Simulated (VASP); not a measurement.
A run of VASP 6.6.1:

File INCAR:

```
PREC = Accurate
ENCUT = 520
EDIFF = 1E-6
ISMEAR = 0
SIGMA = 0.15
LREAL = F
LASPH = T
NELM = 60
ALGO = Fast
ISIF = 2
LWAVE = F
LCHARG = F
GGA = PE
NBANDS = 10
```

KPOINTS

```
regular mesh
0
Gamma
  12 12 12
```

POSCAR

```
Cs
1.0
   -2.7807000000      2.7807000000      3.2643000000
    2.7807000000     -2.7807000000      3.2643000000
    2.7807000000      2.7807000000     -3.2643000000
Cs
1
Direct
    0.0000000000      0.0000000000      0.0000000000
```

Potentials or basis: VASP PAW PBE potentials, release 64 (Cs_sv).

Run with:

```console
$ cat potpaw_PBE.64/Cs_sv/POTCAR > POTCAR
$ mpirun -np 1 vasp_std > vasp.out
```

Hardware: 1 thread of AMD EPYC 7R43 64-Core Processor (Zen 3), with other jobs on the host.

How long does it take, and how much memory?

It took 3.3 min on 1 thread of AMD EPYC 7R43 64-Core Processor (Zen 3) (shared host), peak memory 0.3 GiB. Counts: scf iterations 10, k points 163.
